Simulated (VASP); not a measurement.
SrO: single point with r2SCAN

The system is SrO.

```
Sr O
1.0
    -0.01290    2.58015    2.58015
     2.58015   -0.01290    2.58015
     2.56725    2.56725    0.00000
Sr O
1 1
Direct
  0.00000 0.00000 0.00000
  0.50000 0.50000 0.50000
```

This cell differs from its parent crystal: strain -0.0100 x Voigt [0, 0, 0, 0, 0, 1].

- Program: VASP 6.6.1
- Task: single point
- Functional: r2SCAN
- Potentials or basis: VASP PAW PBE potentials, release 64 (Sr_sv, O)
- Cutoff: 520 eV
- k mesh: 8 × 8 × 8
- Occupations: gaussian, width 0.05 eV
- Spin: no spin polarisation
- Dipole correction: no
- Further INCAR settings: ALGO = Normal; EDIFF = 1e-07; NBANDS = 15

```yaml
Pressure: 0.5 GPa
Band_gap_on_the_k_mesh: 3.74 eV, indirect (least direct gap 3.83 eV)
```

Stress tensor (GPa, compression positive):
```
0.50 0.55 0.00
0.55 0.50 0.00
0.00 0.00 0.49
```

Levels at points of the mesh, in eV from the valence-band top:
| k point | band 6 | band 7 | band 8 | band 9 | band 10 | band 11 |
| --- | --- | --- | --- | --- | --- | --- |
| (0.00, 0.00, 0.00) | -0.02 | -0.01 | 0.00 | 4.57 | 6.68 | 6.74 |
| (0.50, 0.00, 0.00) | -2.11 | -1.12 | -1.09 | 7.04 | 8.97 | 9.34 |
| (0.50, 0.50, 0.00) | -0.46 | -0.12 | -0.09 | 3.74 | 8.43 | 10.84 |
| (0.00, 0.00, 0.50) | -2.11 | -1.15 | -1.12 | 7.06 | 8.99 | 9.38 |
| (0.50, 0.00, 0.50) | -0.46 | -0.10 | -0.10 | 3.74 | 8.43 | 10.83 |

It took 100 s on 1 thread of Intel(R) Xeon(R) 6975P-C (Granite Rapids), with other jobs on the host, peak memory 0.19 GiB.

Caveat: the cell differs from its parent crystal (strain -0.0100 x Voigt [0, 0, 0, 0, 0, 1]); the PAW data sets were made with another functional, which shifts forces and pressure a little. A k mesh can miss the band edges.
